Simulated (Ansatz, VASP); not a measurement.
**One calculation of AlCd, two programs**

Contents of INCAR:

```
SYSTEM = AlCd
ALGO = Fast
EDIFF = 1E-7
ENCUT = 520
GGA = PE
ISIF = 2
ISMEAR = -1
LASPH = .TRUE.
LCHARG = .TRUE.
LELF = .TRUE.
LREAL = .FALSE.
LVHAR = .TRUE.
LWAVE = .FALSE.
NBANDS = 14
NELM = 80
PREC = Accurate
SIGMA = 0.05
```

Contents of KPOINTS:

```
k-points
0
G
  9 9 9
  0 0 0
```

File POSCAR:

```
AlCd
1.0
    1.8819777285      1.0865603433      3.1232780796
   -1.8819777285      1.0865603433      3.1232780796
    0.0000000000     -2.1731206966      3.1232780796
Al Cd
1 1
Direct
    0.5000000000      0.5000000000      0.5000000000
    0.0000000000      0.0000000000      0.0000000000
```

The input input.yaml:

```yaml
crystal:
  lattice:
    - [1.8819777285, 1.0865603433, 3.1232780796]
    - [-1.8819777285, 1.0865603433, 3.1232780796]
    - [0.0, -2.1731206966, 3.1232780796]
  atoms:
    - { symbol: Al, position: [0.5, 0.5, 0.5] }
    - { symbol: Cd, position: [0.0, 0.0, 0.0] }
kpoints:
  mp_grid: { grid: [9, 9, 9] }
scf:
  occupations: { method: fermi_dirac, width: 0.05 }
hamiltonian:
  xc: pbe
  pseudopotentials: { kind: all_electron, lapw: { basis_error: 0.0005 } }
output:
  forces: true
  stress: true
  eigenvalues: true
```

Change from the starting cell: volume scaled by 0.98.

Alike in both runs: task single point; functional PBE; k mesh 9 × 9 × 9; occupations fermi-dirac, width 0.05 eV; no spin polarisation.

|  | VASP | Ansatz |
| --- | --- | --- |
| version | VASP 6.6.1 | Ansatz 0.2.0 |
| potentials or method | VASP PAW PBE potentials, release 64 (Al, Cd), cutoff 520 eV | all-electron LAPW, scalar-relativistic |

```tsv
	VASP	Ansatz	Ansatz less VASP
gap on the k mesh at the Fermi level (eV)	none	none	-
pressure (GPa)	13.0	12.8	-0.25
traceless stress, the component that is largest in VASP (GPa)	-0.13	-0.09	+0.040
```

A gap of «none» marks a metal or a gap that the smearing closes. Ansatz ran all-electron here, and VASP with PAW potentials.
